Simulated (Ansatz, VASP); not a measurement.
GaSb: VASP beside Ansatz

The input POSCAR:

```
GaSb
1.0
    4.3941958054      0.0000000000      0.0000000000
    0.0000000000      6.2143313050      0.0000000000
    0.0000000000      0.0000000000      4.3941958054
Ga Sb
2 2
Direct
    0.0000000000      0.0000000000     -0.0000054000
    0.5000000000      0.5000000000      0.4999946000
    0.5000000000      0.2500000000     -0.0000054000
    0.0000000000      0.7500000000      0.4999946000
```

Contents of INCAR.step1:

```
PREC = Accurate
ENCUT = 550
ISMEAR = 0
SIGMA = 0.1
LREAL = False
LASPH = True
NELM = 120
NBANDS = 26
GGA = PE
ALGO = Normal
EDIFF = 1E-5
LWAVE = True
LCHARG = False
GGA_COMPAT = False
```

INCAR.step2

```
PREC = Accurate
ENCUT = 550
EDIFF = 1E-6
ISMEAR = 0
SIGMA = 0.1
LREAL = False
LASPH = True
NELM = 120
ALGO = Normal
ISIF = 2
LWAVE = False
LCHARG = True
METAGGA = R2SCAN
LMIXTAU = True
LELF = True
LVHAR = True
NBANDS = 26
ISTART = 1
GGA_COMPAT = False
```

File KPOINTS:

```
regular mesh
0
Gamma
  10 8 10
```

Input for Ansatz:

```yaml
crystal:
  lattice:
    - [4.3941958054, 0.0, 0.0]
    - [0.0, 6.214331305, 0.0]
    - [0.0, 0.0, 4.3941958054]
  atoms:
    - { symbol: Ga, position: [0.0, 0.0, -5.4e-06] }
    - { symbol: Sb, position: [0.5, 0.25, -5.4e-06] }
    - { symbol: Ga, position: [0.5, 0.5, 0.4999946] }
    - { symbol: Sb, position: [0.0, 0.75, 0.4999946] }
basis:
  ecutwfc: 500
kpoints:
  mp_grid: { grid: [10, 8, 10] }
  band_path:
    path:
      - [[0.0, 0.0, 0.0], [0.0, 1.0, 0.0], [0.25, 1.0, 0.0]]
      - [[0.375, 0.75, -0.375], [0.0, 0.0, 0.0], [0.5, 0.5, 0.0], [0.25, 1.0, -0.25], [0.0, 1.0, 0.0]]
    npoints: 10
hamiltonian:
  xc: r2scan
  pseudopotentials: { kind: paw, azcp: { folder: soft_1 } }
scf:
  occupations: { method: gaussian, width: 0.1 }
  n_extra_bands: 8
output:
  forces: true
  stress: true
  eigenvalues: true
  dos: { projected: false, de: 0.02, nscf_kmesh: { grid: [15, 12, 15] } }
  write_density: true
  write_potential: true
  elf: true
  volumetric_format: npy
```

Alike in both runs: task single point; functional r2SCAN; k mesh 10 × 8 × 10; occupations gaussian, width 0.1 eV; no spin polarisation.

```csv
,VASP,Ansatz
version,VASP 6.6.1,Ansatz 0.2.0
potentials or method,"VASP PAW PBE potentials, release 64 (Ga_d, Sb), cutoff 550 eV","scalar-relativistic, plane waves, PAW"
valence electrons in the cell,36,56
```

Ansatz gave:

```
gap on the k mesh at the Fermi level (eV) : 0.12
least direct gap on the mesh (eV)         : 0.12
pressure (GPa)                            : -1.9
```

**Question.** Estimate VASP's values.

**Answer.** gap on the k mesh at the Fermi level (eV): 0.10; least direct gap on the mesh (eV): 0.10; pressure (GPa): -1.8.

VASP's potentials were made for PBE, not for r2SCAN. VASP's potentials hold 36 valence electrons a cell and Ansatz's 56, so a difference there can come from the potentials and not from the codes.

Spin-orbit coupling is off throughout.
